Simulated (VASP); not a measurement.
A run of VASP 6.6.1 is set up as follows.

Contents of INCAR:

```
SYSTEM = CdF2
  ALGO = Normal
  EDIFF = 1E-7
  EDIFFG = -0.04
  ENCUT = 600
  GGA = PE
  GGA_COMPAT = .False.
  IBRION = 2
  ISIF = 3
  ISMEAR = 0
  LASPH = .True.
  LCHARG = .False.
  LREAL = .False.
  LWAVE = .False.
  NELM = 120
  NELMIN = 4
  NSW = 60
  PREC = Accurate
  SIGMA = 0.1
```

Contents of KPOINTS:

```
k-points
0
Gamma
  6 6 6
  0 0 0
```

The input POSCAR:

```
CdF2
1.0
    0.0000000000      2.7005190000      2.7005190000
    2.7005190000      0.0000000000      2.7005190000
    2.7005190000      2.7005190000      0.0000000000
Cd F
1 2
Direct
    0.0000000000      0.0000000000      0.0000000000
    0.2500000000      0.2500000000      0.2500000000
    0.7500000000      0.7500000000      0.7500000000
```

Potentials or basis: VASP PAW PBE potentials, release 64 (Cd, F).

Launch:

```bash
$ cat potpaw_PBE.64/Cd/POTCAR potpaw_PBE.64/F/POTCAR > POTCAR
$ mpirun -np 1 vasp_std > vasp.out
```

Q: What does it give for the relaxed cell?

A: a = 3.882 Å, b = 3.882 Å, c = 3.882 Å, α = 60.00°, β = 60.00°, γ = 60.00°.

Q: What does it give for the band gap on the k mesh?

A: 2.89 eV, indirect (least direct gap 3.43 eV).

Step by step:
```tsv
step	energy change (eV)	largest force (eV/Å)	pressure (GPa)	volume (Å³)
1	0.0000	0.0000	5.12	39.39
2	-0.0285	0.0000	-1.03	41.83
3	-0.0301	0.0000	0.01	41.36
```

A k mesh can miss the band edges. Expect the measured gap to be larger: semilocal functionals such as PBE lack the derivative discontinuity.
